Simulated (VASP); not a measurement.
# Cu3Au in VASP: single point with PBEsol

Aim: the single point of Cu3Au with PBEsol.

Program: VASP 6.6.1. These are calculated values, not measurements. Logs are shortened: lines on timing, memory, paths and dates and some standing lists are left out, and cuts for length are marked.

## (1) The cell of the first run

The cell holds a slab with vacuum, 28 atoms: a = 5.251 Å, b = 5.251 Å, c = 27.861 Å, α = 90.00°, β = 90.00°, γ = 120.00°.

## (2) Single point, PBEsol

INCAR reads:

```
ALGO = Normal
DIPOL = 0.5 0.5 0.500
EDIFF = 1E-6
ENCUT = 520
GGA = PS
GGA_COMPAT = False
IDIPOL = 3
ISIF = 2
ISMEAR = 0
KPAR = 4
LASPH = True
LCHARG = False
LDIPOL = True
LREAL = False
LWAVE = False
NBANDS = 174
NELM = 120
NELMDL = -8
PREC = Accurate
SIGMA = 0.1
```

KPOINTS reads:

```
k-points
0
Gamma
  9 9 1
```

POSCAR reads:

```
Cu3Au
1.0
    5.2506763754      0.0000000000      0.0000000000
   -2.6253381877      4.5472191282      0.0000000000
    0.0000000000      0.0000000000     27.8614779243
Cu Au
21 7
Direct
    0.1666666667      0.8333333333      0.2691888787
    0.1666666667      0.3333333333      0.2691888787
    0.6666666667      0.8333333333      0.2691888787
    0.8333333333      0.1666666667      0.3461259191
    0.8333333333      0.6666666667      0.3461259191
    0.3333333333      0.1666666667      0.3461259191
    0.5000000000      0.5000000000      0.4230629596
    0.5000000000      0.0000000000      0.4230629596
    0.0000000000      0.5000000000      0.4230629596
    0.1666666667      0.8333333333      0.5000000000
    0.1666666667      0.3333333333      0.5000000000
    0.6666666667      0.8333333333      0.5000000000
    0.8333333333      0.1666666667      0.5769370404
    0.8333333333      0.6666666667      0.5769370404
    0.3333333333      0.1666666667      0.5769370404
    0.5000000000      0.5000000000      0.6538740809
    0.5000000000      0.0000000000      0.6538740809
    0.0000000000      0.5000000000      0.6538740809
    0.1666666667      0.8333333333      0.7308111213
    0.1666666667      0.3333333333      0.7308111213
    0.6666666667      0.8333333333      0.7308111213
    0.6666666667      0.3333333333      0.2691888787
    0.3333333333      0.6666666667      0.3461259191
    0.0000000000      0.0000000000      0.4230629596
    0.6666666667      0.3333333333      0.5000000000
    0.3333333333      0.6666666667      0.5769370404
    0.0000000000      0.0000000000      0.6538740809
    0.6666666667      0.3333333333      0.7308111213
```

Potentials or basis: VASP PAW PBE potentials, release 64 (Cu, Au).

Started as:

```
$ cat potpaw_PBE.64/Cu/POTCAR potpaw_PBE.64/Au/POTCAR > POTCAR
$ mpirun -np 4 vasp_std > vasp.out
```

OUTCAR:

```text
EDIFF = 1E-6
   ENCUT = 520
   GGA = PS
   ISIF = 2
   ISMEAR = 0
   LASPH = True
   LREAL = False
   NELM = 120
   NELMDL = -8
   PREC = Accurate

 ion  position               nearest neighbor table
   1  0.167  0.833  0.269-  23 2.63   5 2.63   6 2.63   3 2.63   3 2.63   2 2.63   2 2.63  22 2.63
                            22 2.63
   2  0.167  0.333  0.269-   6 2.63   4 2.63  23 2.63  22 2.63  22 2.63   3 2.63   1 2.63   1 2.63
                             3 2.63
   3  0.667  0.833  0.269-   5 2.63  23 2.63   4 2.63   1 2.63   1 2.63   2 2.63  22 2.63  22 2.63
                             2 2.63
   4  0.833  0.167  0.346-  22 2.63   2 2.63   3 2.63   6 2.63   6 2.63  23 2.63   5 2.63   5 2.63
                            23 2.63   8 2.63   9 2.63  24 2.63
   5  0.833  0.667  0.346-   3 2.63   1 2.63  22 2.63  23 2.63  23 2.63   6 2.63   4 2.63   4 2.63
                             6 2.63   7 2.63  24 2.63   9 2.63
   6  0.333  0.167  0.346-   2 2.63  22 2.63   1 2.63   4 2.63   4 2.63  23 2.63  23 2.63   5 2.63
                             5 2.63  24 2.63   7 2.63   8 2.63
   7  0.500  0.500  0.423-  11 2.63  12 2.63  25 2.63   9 2.63   9 2.63   8 2.63   8 2.63  24 2.63
                            24 2.63   5 2.63   6 2.63  23 2.63
   8  0.500  0.000  0.423-  10 2.63  25 2.63  12 2.63  24 2.63  24 2.63   9 2.63   7 2.63   7 2.63
                             9 2.63   4 2.63  23 2.63   6 2.63
   9  0.000  0.500  0.423-  25 2.63  10 2.63  11 2.63   7 2.63   7 2.63   8 2.63  24 2.63  24 2.63
[... 25 lines left out ...]
  22  0.667  0.333  0.269-   4 2.63   6 2.63   5 2.63   2 2.63   2 2.63   1 2.63   3 2.63   3 2.63
                             1 2.63
  23  0.333  0.667  0.346-   1 2.63   3 2.63   2 2.63   5 2.63   5 2.63   6 2.63   6 2.63   4 2.63
                             4 2.63   9 2.63   8 2.63   7 2.63
  24  0.000  0.000  0.423-  12 2.63  11 2.63  10 2.63   8 2.63   8 2.63   7 2.63   9 2.63   9 2.63
                             7 2.63   6 2.63   5 2.63   4 2.63
  25  0.667  0.333  0.500-  13 2.63   9 2.63   8 2.63   7 2.63  15 2.63  14 2.63  11 2.63  11 2.63
                            10 2.63  12 2.63  12 2.63  10 2.63
  26  0.333  0.667  0.577-  10 2.63  12 2.63  11 2.63  14 2.63  14 2.63  15 2.63  15 2.63  13 2.63
                            13 2.63  18 2.63  17 2.63  16 2.63
  27  0.000  0.000  0.654-  21 2.63  20 2.63  19 2.63  17 2.63  17 2.63  16 2.63  18 2.63  18 2.63
                            16 2.63  15 2.63  14 2.63  13 2.63
  28  0.667  0.333  0.731-  18 2.63  17 2.63  16 2.63  20 2.63  20 2.63  21 2.63  21 2.63  19 2.63
                            19 2.63

  LATTYP: Found a hexagonal cell.
 ALAT       =     5.2506763754
 C/A-ratio  =     5.3062645519

  Lattice vectors:

 A1 = (   5.2506763754,   0.0000000000,   0.0000000000)
 A2 = (  -2.6253381877,   4.5472191282,   0.0000000000)
 A3 = (   0.0000000000,   0.0000000000,  27.8614779243)

Analysis of symmetry for initial positions (statically):
=====================================================================
 Subroutine PRICEL returns:
 Original cell was already a primitive cell.

 Routine SETGRP: Setting up the symmetry group for a
 hexagonal supercell.

 Subroutine GETGRP returns: Found 12 space group operations
 (whereof  6 operations were pure point group operations)
 out of a pool of 24 trial point group operations.

The static configuration has the point symmetry C_3v.
 The point group associated with its full space group is D_3d.

Analysis of symmetry for dynamics (positions and initial velocities):
=====================================================================
 Subroutine PRICEL returns:
 Original cell was already a primitive cell.

 Routine SETGRP: Setting up the symmetry group for a
 hexagonal supercell.

 Subroutine GETGRP returns: Found 12 space group operations
 (whereof  6 operations were pure point group operations)
 out of a pool of 24 trial point group operations.

The dynamic configuration has the point symmetry C_3v.
 The point group associated with its full space group is D_3d.

 Subroutine INISYM returns: Found 12 space group operations
 (whereof  6 operations are pure point group operations),
 and found     1 'primitive' translations

----------------------------------------------------------------------------------------

                                     Primitive cell

  volume of cell :     665.2200

  direct lattice vectors                    reciprocal lattice vectors
     5.250676375  0.000000000  0.000000000     0.190451654  0.109957314  0.000000000
    -2.625338188  4.547219128  0.000000000     0.000000000  0.219914627  0.000000000
     0.000000000  0.000000000 27.861477924     0.000000000  0.000000000  0.035891850

  length of vectors
     5.250676375  5.250676375 27.861477924     0.219914627  0.219914627  0.035891850

  position of ions in fractional coordinates (direct lattice)
     0.166666667  0.833333333  0.269188879
     0.166666667  0.333333333  0.269188879
     0.666666667  0.833333333  0.269188879
     0.833333333  0.166666667  0.346125919
     0.833333333  0.666666667  0.346125919
     0.333333333  0.166666667  0.346125919
[... 20 lines left out ...]
     0.000000000  0.000000000  0.653874081
     0.666666667  0.333333333  0.730811121

  ion indices of the primitive-cell ions
   primitive index   ion index
                 1           1
                 2           2
                 3           3
                 4           4
                 5           5
                 6           6
[... 20 lines left out ...]
                27          27
                28          28

----------------------------------------------------------------------------------------

 KPOINTS: k-points

Automatic generation of k-mesh.
 Grid dimensions read from file:
 generate k-points for:    9    9    1

 Generating k-lattice:

  Cartesian coordinates                     Fractional coordinates (reciprocal lattice)
     0.021161295  0.012217479  0.000000000     0.111111111  0.000000000  0.000000000
     0.000000000  0.024434959  0.000000000     0.000000000  0.111111111  0.000000000
     0.000000000  0.000000000  0.035891850     0.000000000  0.000000000  1.000000000

  Length of vectors
     0.024434959  0.024434959  0.035891850

  Shift w.r.t. Gamma in fractional coordinates (k-lattice)
     0.000000000  0.000000000  0.000000000

 Subroutine IBZKPT returns following result:
 ===========================================

 Found     12 irreducible k-points:

 Following reciprocal coordinates:
            Coordinates               Weight
  0.000000  0.000000  0.000000      1.000000
  0.111111  0.000000  0.000000      6.000000
  0.222222  0.000000  0.000000      6.000000
  0.333333  0.000000  0.000000      6.000000
  0.444444  0.000000  0.000000      6.000000
  0.111111  0.111111  0.000000      6.000000
  0.222222  0.111111  0.000000     12.000000
  0.333333  0.111111  0.000000     12.000000
  0.444444  0.111111  0.000000      6.000000
  0.222222  0.222222  0.000000      6.000000
  0.333333  0.222222  0.000000     12.000000
  0.333333  0.333333  0.000000      2.000000
   k-points           NKPTS =     12   k-points in BZ     NKDIM =     12   number of bands    NBANDS=    174
   number of dos      NEDOS =    301   number of ions     NIONS =     28
   total plane-waves  NPLWV = 336000
   dimension x,y,z NGX =    40 NGY =   40 NGZ =  210
   dimension x,y,z NGXF=    80 NGYF=   80 NGZF=  420
   ions per type =              21   7
   NGX,Y,Z   is equivalent  to a cutoff of  12.66, 12.66, 12.53 a.u.
   NGXF,Y,Z  is equivalent  to a cutoff of  25.33, 25.33, 25.06 a.u.
 SYSTEM =  unknown system
   PREC   = accura    normal or accurate (medium, high low for compatibility)
   ISTART =      0    job   : 0-new  1-cont  2-samecut
   ICHARG =      2    charge: 1-file 2-atom 10-const
   ISPIN  =      1    spin polarized calculation?
   LNONCOLLINEAR =      F non collinear calculations
   LSORBIT =      F    spin-orbit coupling
   LASPH  =      T    aspherical Exc in radial PAW
   ENCUT  =  520.0 eV  38.22 Ry    6.18 a.u.   9.76  9.76 51.80*2*pi/ulx,y,z
   NELM   =    120;   NELMIN=  2; NELMDL= -8     # of ELM steps
   EDIFF  = 0.1E-05   stopping-criterion for ELM
   LREAL  =      F    real-space projection
   EDIFFG = 0.1E-04   stopping-criterion for IOM
   NSW    =      0    number of steps for IOM
   IBRION =     -1    ionic relax: 0-MD 1-quasi-New 2-CG
   NFREE  =      0    steps in history (QN), initial steepest desc. (CG)
   ISIF   =      2    stress and relaxation
   ISYM   =      2    0-nonsym 1-usesym 2-fastsym
   POTIM  = 0.5000    time-step for ionic-motion
   TEBEG  =    0.0;   TEEND  =   0.0 temperature during run
   PSTRESS=    0.0 pullay stress
   NELECT =     308.0000    total number of electrons
   NUPDOWN=      -1.0000    fix difference up-down
   EMIN   =  10.00;   EMAX   =-10.00  energy-range for DOS
   EFERMI =   0.00;   METHOD = LEGACY
   ISMEAR =     0;   SIGMA  =   0.10  broadening in eV -4-tet -1-fermi 0-gaus
   EFERMI_NEDOS =   21; number of points for ismear=-14 and -15
   IALGO  =     38    algorithm
   IMIX   =      4    mixing-type and parameters
     AMIX     =   0.40;   BMIX     =  1.00
     AMIX_MAG =   1.60;   BMIX_MAG =  1.00
  volume/ion in A,a.u.               =      23.76       160.33
  Fermi-wavevector in a.u.,A,eV,Ry     =   1.266495  2.393328 21.823858  1.604008
  Thomas-Fermi vector in A             =   2.399692
   LORBIT       =      0    0 simple, 1 ext, 2 COOP (PROOUT), +10 PAW based schemes
   GGA     = PS    functional components
   LHFCALC =     F    Hartree Fock is set to
   AEXX    =    0.0000 exact exchange contribution
   IVDW    =     0    specifies the selected vdW correction
   LEPSILON=     F    determine dielectric tensor
   LRPA    =     F    only Hartree local field effects (RPA)
 non-spin polarized calculation
 Gauss-broadening in eV      SIGMA  =   0.10
  energy-cutoff  :      520.00
  volume of cell :      665.22
 maximum number of plane-waves:     17971
 NGX is ok and might be reduce to    40
   NGX = 19   NGY = 19   NGZ =103

 number of electron     308.0000054 magnetization

 dipolmoment           0.000000      0.000000     -0.000003 electrons x Angstroem

 Free energy of the ion-electron system (eV)
  ---------------------------------------------------
  ext. energy  EPLUGINS =         0.00000000
  ---------------------------------------------------
  free energy    TOTEN  =      -115.09696072 eV

  energy without entropy =     -115.04710061  energy(sigma->0) =     -115.07203067

 E-fermi :   2.2922     XC(G=0):  -7.6646

 val. band max:        2.2808118867   @ k =   0.3333   0.1111   0.0000
 cond. band min:       2.3034185204   @ k =   0.4444   0.1111   0.0000
 fundamental gap:      0.0226066336
 Fermi energy:         2.2922049453

 k-point     1 :       0.0000    0.0000    0.0000
  band No.  band energies     occupation
      1      -7.5032      2.00000
      2      -6.9891      2.00000
      3      -6.2202      2.00000
      4      -5.3004      2.00000
      5      -4.5598      2.00000
      6      -4.3045      2.00000
[... 2017 lines left out ...]
    165       5.8615      0.00000
    166       5.9910      0.00000
 [bands above 166 left out]

------------------------ aborting loop because EDIFF is reached ----------------------------------------

 vacuum level on the upper side and lower side of the slab       (xc-potential included)        -0.130        -0.130

  FORCE on cell =-STRESS in cart. coord.  units (eV):
  Direction    XX          YY          ZZ          XY          YZ          ZX
  --------------------------------------------------------------------------------------
  -------------------------------------------------------------------------------------
  Total       -6.7359837     -6.7359837     -0.7034160      0.0000000      0.0000000      0.0000000
  in kB      -16.2235661    -16.2235661     -1.6941722      0.0000000      0.0000000      0.0000000
  external PRESSURE =     -11.3804348 kB  Pullay stress =       0.0000000 kB

 VOLUME and BASIS-vectors are now :
 -----------------------------------------------------------------------------
  energy-cutoff  :      520.00
  volume of cell :      665.22
      direct lattice vectors                 reciprocal lattice vectors
     5.250676375  0.000000000  0.000000000     0.190451654  0.109957314  0.000000000
    -2.625338188  4.547219128  0.000000000     0.000000000  0.219914627  0.000000000
     0.000000000  0.000000000 27.861477924     0.000000000  0.000000000  0.035891850

 POSITION                                       TOTAL-FORCE (eV/Angst)
 -----------------------------------------------------------------------------------
     -1.31267      3.78935      7.50000        -0.226182      0.130586      0.111033
      0.00000      1.51574      7.50000         0.000000     -0.261173      0.111033
      1.31267      3.78935      7.50000         0.226182      0.130586      0.111033
      3.93801      0.75787      9.64358         0.058098     -0.033543     -0.046437
      2.62534      3.03148      9.64358         0.000000      0.067085     -0.046437
      1.31267      0.75787      9.64358        -0.058098     -0.033543     -0.046437
[... 20 lines left out ...]
      0.00000      0.00000     18.21790         0.000000      0.000000     -0.065625
      2.62534      1.51574     20.36148         0.000000      0.000000      0.224931
 -----------------------------------------------------------------------------------
    total drift:                               -0.000006      0.000004     -0.000639

  FREE ENERGIE OF THE ION-ELECTRON SYSTEM (eV)
  ---------------------------------------------------
  free  energy   TOTEN  =      -115.0969607235 eV

  energy  without entropy=     -115.0471006112  energy(sigma->0) =     -115.07203067

 vacuum level on the upper side and lower side of the slab         7.197         7.197
```

It took 23 min on 4 MPI ranks of AMD EPYC 9R14 (Zen 4), shared host; peak memory 1.3 GiB.

Results:

```yaml
Free_energy: -115.0970 eV
Largest_force: 0.284 eV/Å
Band_gap_on_the_k_mesh: zero (bands 154 and 155 overlap by 0.54 eV)
```

Forces on the atoms (eV/Å):
```
Cu  -0.226  0.131  0.111
Cu   0.000 -0.261  0.111
Cu   0.226  0.131  0.111
Cu   0.058 -0.034 -0.046
Cu   0.000  0.067 -0.046
Cu  -0.058 -0.034 -0.046
Cu   0.004 -0.002 -0.025
Cu   0.000  0.005 -0.025
Cu  -0.004 -0.002 -0.025
Cu   0.000  0.000  0.000
Cu   0.000  0.000  0.000
Cu   0.000  0.000  0.000
Cu  -0.004  0.002  0.025
Cu   0.000 -0.005  0.025
Cu   0.004  0.002  0.025
Cu  -0.058  0.034  0.046
Cu   0.000 -0.067  0.046
Cu   0.058  0.034  0.046
Cu   0.226 -0.131 -0.111
Cu   0.000  0.261 -0.111
Cu  -0.226 -0.131 -0.111
Au   0.000  0.000 -0.225
Au   0.000  0.000  0.066
Au   0.000  0.000 -0.006
Au   0.000  0.000  0.000
Au   0.000  0.000  0.006
Au   0.000  0.000 -0.066
Au   0.000  0.000  0.225
```

Caveat: the PAW data sets were made with another functional, which shifts forces and pressure a little; spin-orbit coupling is left out, which moves the levels of the heavy elements.

The gap in the log of VASP goes by the Fermi energy; the results here count the filled bands.